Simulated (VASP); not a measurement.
## AlN: relaxation of cell and atoms with slater exchange, pbe correlation

The system is AlN.

```xyz
4
Lattice="3.1130 0.0000 0.0000 -1.5565 2.6959 0.0000 0.0000 0.0000 4.9810" Properties=species:S:1:pos:R:3 pbc="T T T"
Al    0.0000    1.7973    0.0000
Al    1.5565    0.8986    2.4905
N     0.0000    1.7973    1.8928
N     1.5565    0.8986    4.3833
```

```yaml
Program: VASP 6.6.1
Task: relaxation of cell and atoms
Functional: slater exchange, pbe correlation
Potentials_or_basis: VASP PAW PBE potentials, release 64 (Al, N)
Cutoff: 600 eV
k_mesh: 7 × 7 × 4, shifted
Occupations: methfessel-paxton, width 0.1 eV
Spin: no spin polarisation
Dipole_correction: no
Further_INCAR_settings: ALGO = Normal; EDIFF = 1e-07; ISYM = 0; IBRION = 2; EDIFFG = -0.01; NSW = 80; ISIF = 3
```

```json
{"Relaxed volume": "9.99 Å³/atom", "Relaxed cell": "a = 3.072 Å, b = 3.072 Å, c = 4.888 Å, α = 90.00°, β = 90.00°, γ = 120.00°", "Space group after relaxing (to 0.1 Å)": "P6_3mc (No. 186)", "Energy gained by relaxing": "14.4 meV/atom", "Ionic steps": "8", "Pressure after relaxing": "0.0 GPa", "Band gap on the k mesh": "4.77 eV (least direct gap 4.98 eV)"}
```

Step by step:
| step | energy change (eV) | largest force (eV/Å) | pressure (GPa) | volume (Å³) |
| --- | --- | --- | --- | --- |
| 1 | 0.0000 | 0.1365 | -9.26 | 41.80 |
| 2 | 0.0004 | 0.0674 | 10.81 | 38.25 |
| 3 | -0.0563 | 0.0492 | -0.05 | 39.98 |
| 4 | -0.0563 | 0.0470 | 0.15 | 39.94 |
| 5 | -0.0572 | 0.0355 | 0.15 | 39.93 |
| 6 | -0.0576 | 0.0206 | 0.16 | 39.92 |
| 7 | -0.0575 | 0.0295 | -0.22 | 39.98 |
| 8 | -0.0576 | 0.0003 | 0.01 | 39.94 |

Final structure:
```xyz
4
Lattice="3.0718 0.0000 0.0000 -1.5359 2.6602 0.0000 0.0000 0.0000 4.8883" Properties=species:S:1:pos:R:3 pbc="T T T"
Al    0.0000    1.7735    4.8794
Al    1.5359    0.8867    2.4353
N     0.0000    1.7735    1.8664
N     1.5359    0.8867    4.3106
```

Levels at points of the mesh, in eV from the valence-band top:
```
           k point  band 5  band 6  band 7  band 8  band 9  band 10  band 11  band 12
(0.07, 0.07, 0.12)   -1.33   -0.80   -0.19   -0.01    5.41     7.56     9.69     9.94
```

Wall time 11 min on 1 thread of AMD EPYC 7R13 Processor (Zen 3), on a shared host, peak memory 0.28 GiB.

Caveat: the PAW data sets were made with another functional, which shifts forces and pressure a little; a shifted mesh leaves out Γ, where band edges can lie. A k mesh can miss the band edges.
